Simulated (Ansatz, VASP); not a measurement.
# One calculation of Ga16N15, two programs

```
CELL_PARAMETERS angstrom
-4.26826 4.26826 -4.26826
4.26826 4.26826 4.26826
4.26826 -4.26826 -4.26826
ATOMIC_POSITIONS crystal
Ga 0.27488 0.77488 0.04975
Ga 0.99368 0.00048 0.99416
Ga 0.48594 0.74593 0.75000
Ga 0.74245 0.24245 0.98491
Ga 0.24593 0.98594 0.75000
Ga 0.50048 0.49368 0.99416
Ga 0.00407 0.26406 0.75000
Ga 0.74952 0.75632 0.50584
Ga 0.50755 0.00755 0.51509
Ga 0.76406 0.50407 0.75000
Ga 0.99755 0.75245 0.25000
Ga 0.25632 0.24952 0.50584
Ga 0.97512 0.47512 0.45025
Ga 0.75245 0.99755 0.25000
Ga 0.49755 0.25245 0.25000
Ga 0.25245 0.49755 0.25000
N 0.12500 0.62500 0.75000
N 0.50089 0.50089 0.50178
N 0.75236 0.99764 0.75000
N 0.26354 0.76354 0.49197
N 0.49764 0.25236 0.75000
N 0.00089 0.00089 0.50178
N 0.75194 0.51465 0.26658
N 0.49806 0.73535 0.23342
N 0.72843 0.22843 0.49197
N 0.98646 0.48646 0.00803
N 0.23535 0.99806 0.23342
N 0.01465 0.25194 0.26658
N 0.74911 0.74911 0.99822
N 0.52157 0.02157 0.00803
N 0.24911 0.24911 0.99822
```

Change from the starting cell: atom 17 (N) set half-way to the vacancy, atoms relaxed in the symmetry of that start.

Alike in both runs: functional PBE; k mesh 4 × 4 × 4; occupations gaussian, width 0.05 eV; no spin polarisation.

Ansatz relaxed the structure, and its values are those at the end. VASP's run is a single point on that final structure, the one shown.

|  | VASP | Ansatz |
| --- | --- | --- |
| version | VASP 6.6.1 | Ansatz 0.2.0 |
| potentials or method | VASP PAW PBE potentials, release 64 (Ga_d, N), cutoff 520 eV | scalar-relativistic, plane waves, PAW |
| valence electrons in the cell | 283 | 283 |

Ansatz gave:

* gap on the k mesh at the Fermi level (eV): none
* pressure (GPa): 8.1
* rms of the force components (eV/Å): 0.002

Which values does VASP return?

gap on the k mesh at the Fermi level (eV): none; pressure (GPa): 8.7; rms of the force components (eV/Å): 0.010.

A gap of «none» marks a metal or a gap that the smearing closes. Ansatz's warnings: stress scf threshold loose.
